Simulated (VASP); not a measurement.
Wanted: the native input for a VASP 6.6.1 run.

| Item | Value |
| --- | --- |
| Task | single point |
| Functional | PBEsol |
| Potentials or basis | VASP PAW PBE potentials, release 64 (Pb_d, S) |
| Cutoff | 500 eV |
| k mesh | 10 × 10 × 10 |
| Occupations | gaussian, width 0.01 eV |
| Spin | no spin polarisation |
| Dipole correction | no |
| Further INCAR settings | ALGO = Normal; EDIFF = 1e-06; NBANDS = 17 |

The structure of PbS (sol) lies in POSCAR:

```
PbS
1.0
    0.0000000000      2.9223668753      2.9695970470
    2.9223668753      0.0000000000      2.9695970470
    2.9223668753      2.9223668753      0.0000000000
Pb S
1 1
Direct
    0.0000000000      0.0000000000      0.0000000000
    0.5000000000      0.5000000000      0.5000000000
```

This cell differs from its parent crystal: strained cell.

One way to write it, as run:

INCAR

```
ALGO = Normal
EDIFF = 1E-6
ENCUT = 500
GGA = PS
GGA_COMPAT = False
ISIF = 2
ISMEAR = 0
LASPH = True
LCHARG = False
LREAL = False
LWAVE = False
NBANDS = 17
NELM = 120
PREC = Accurate
SIGMA = 0.01
```

KPOINTS

```
k-points
0
Gamma
  10 10 10
```

Potentials or basis: VASP PAW PBE potentials, release 64 (Pb_d, S).

The run is started by

```bash
$ cat potpaw_PBE.64/Pb_d/POTCAR potpaw_PBE.64/S/POTCAR > POTCAR
$ mpirun -np 1 vasp_std > vasp.out
```

It gave:

- Pressure: 0.8 GPa
- Band gap on the k mesh: 0.14 eV, direct

Caveat: the cell differs from its parent crystal (strained cell); the PAW data sets were made with another functional, which shifts forces and pressure a little; spin-orbit coupling is left out, which moves the levels of the heavy elements.

Wall time 65 s on 1 thread of Intel(R) Xeon(R) Platinum 8259CL CPU @ 2.50GHz (Skylake/Cascade Lake), on a shared host, peak memory 0.22 GiB.
